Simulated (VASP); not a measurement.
Runs of VASP 6.6.1 on Sn. The structure is that of space group Im-3m (No. 229), or close to it. The cells are those of the table. 

```tsv
task	cell	k mesh for the DOS	occupations for the DOS	gap on the mesh (eV)	pressure (GPa)
single point	a = 2.460 Å, angles 109.5°, 1 atom	-	-	none	331.8
single point	a = 2.781 Å, angles 109.5°, 1 atom	-	-	none	73.4
single point	a = 3.156 Å, angles 109.5°, 1 atom	-	-	none	3.5
single point	a = 3.041 Å, angles 109.5°, 1 atom	-	-	none	(b)
single point	a = 2.630 Å, angles 109.5°, 1 atom	-	-	none	152.9
single point	a = 2.365 Å, angles 109.5°, 1 atom	-	-	none	505.3
single point	a = 2.917 Å, angles 109.5°, 1 atom	-	-	none	(a)
```

Alike in all rows: level LDA; potentials or basis VASP PAW LDA potentials, release 64 (Sn_d); no spin polarisation; k mesh 14 × 14 × 14; cutoff (eV) 520; smearing fermi-dirac 0.08 eV.

Problem. Estimate the missing entries.

Solution. (a) 34.7; (b) 14.4.

Caveats: spin-orbit coupling is left out, which moves the levels of the heavy elements.

A k mesh can miss the band edges, and the runs leave out spin-orbit coupling on Sn.

A gap of «none» marks levels without a gap at the run's occupations.
